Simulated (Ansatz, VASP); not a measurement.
**Bi2Se3: VASP beside Ansatz**

File INCAR:

```
PREC = Accurate
ENCUT = 500
EDIFF = 1E-6
ISMEAR = -1
SIGMA = 0.1
LREAL = False
LASPH = True
NELM = 120
ALGO = Normal
ISIF = 2
LWAVE = False
LCHARG = False
NBANDS = 32
GGA_COMPAT = False
```

The input KPOINTS:

```
regular mesh
0
Gamma
  7 7 7
```

The input POSCAR:

```
Bi2Se3
1.0
    2.0715000000      1.1959810826      9.5453333333
   -2.0715000000      1.1959810826      9.5453333333
    0.0000000000     -2.3919621653      9.5453333333
Bi Se
2 3
Direct
    0.5992000000      0.5992000000      0.5992000000
    0.4004507892      0.4004507892      0.4004507892
    0.7883000000      0.7883000000      0.7883000000
    0.2117000000      0.2117000000      0.2117000000
    0.0000000000      0.0000000000      0.0000000000
```

Input for Ansatz:

```yaml
crystal:
  lattice:
    - [2.0715, 1.1959810826, 9.5453333333]
    - [-2.0715, 1.1959810826, 9.5453333333]
    - [0.0, -2.3919621653, 9.5453333333]
  atoms:
    - { symbol: Bi, position: [0.5992, 0.5992, 0.5992] }
    - { symbol: Bi, position: [0.4004507892, 0.4004507892, 0.4004507892] }
    - { symbol: Se, position: [0.7883, 0.7883, 0.7883] }
    - { symbol: Se, position: [0.2117, 0.2117, 0.2117] }
    - { symbol: Se, position: [0.0, 0.0, 0.0] }
hamiltonian:
  xc: lda
  pseudopotentials: { kind: paw }
kpoints:
  mp_grid: { grid: [7, 7, 7] }
scf:
  occupations: { method: fermi_dirac, width: 0.1 }
  convergence: { dr2_threshold: 1.0e-11 }
basis:
  ecutwfc: 600
output:
  forces: true
```

Alike in both runs: task single point; functional LDA; k mesh 7 × 7 × 7; occupations fermi-dirac, width 0.1 eV; no spin polarisation.

```csv
,VASP,Ansatz
version,VASP 6.6.1,Ansatz 0.2.0
potentials or method,"VASP PAW LDA potentials, release 64 (Bi_d, Se), cutoff 500 eV","scalar-relativistic, plane waves, PAW"
valence electrons in the cell,48,78
```

```tsv
	VASP	Ansatz	Ansatz less VASP
rms of the force components (eV/Å)	0.038	0.034	-0.0036
```

LDA's correlation is that of Perdew and Zunger in VASP and of Perdew and Wang (1992) in Ansatz. Atom by atom the forces differ by 0.013 eV/Å (rms over components). VASP's potentials hold 48 valence electrons a cell and Ansatz's 78, so a difference there can come from the potentials and not from the codes.

Neither program's run includes spin-orbit coupling.
